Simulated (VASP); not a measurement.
The system is CdH4.

```
CELL_PARAMETERS angstrom
0.00000 4.44012 0.00000
4.33245 -2.22006 0.00000
-0.14958 2.22006 -7.45740
ATOMIC_POSITIONS crystal
Cd 0.92580 0.75000 0.75000
Cd 0.07420 0.25000 0.25000
H 0.96980 0.45090 0.80350
H 0.32240 0.04910 0.69650
H 0.03020 0.54910 0.19650
H 0.67760 0.95090 0.30350
H 0.74930 0.64670 0.57650
H 0.67910 0.85330 0.92350
H 0.25070 0.35330 0.42350
H 0.32090 0.14670 0.07650
```

Base run:

* Program: VASP 6.6.1
* Functional: PBE
* Potentials or basis: VASP PAW PBE potentials, release 64 (Cd, H)
* Cutoff: 520 eV
* k mesh: 5 × 5 × 5
* Occupations: gaussian, width 0.2879 eV
* Spin: no spin polarisation

Its results: band gap on the k mesh zero (bands 16 and 17 overlap by 0.85 eV); pressure 3.7 GPa; largest force 1.679 eV/Å.

The run is repeated on the same cell with these changes: further incar settings from ALGO = Normal; EDIFF = 1e-06; NBANDS = 27 to ALGO = Normal; EDIFF = 1e-07; NBANDS = 27; dispersion from none to D4. What comes out?

Band gap on the k mesh zero (bands 16 and 17 overlap by 0.85 eV); pressure 2.6 GPa; largest force 1.672 eV/Å.

Caveats: so wide a smearing shifts energies and pressures; forces of over 1 eV/Å act on the atoms, so gaps and moduli don't describe the material at rest; the cell stands under pressure (at least some runs).
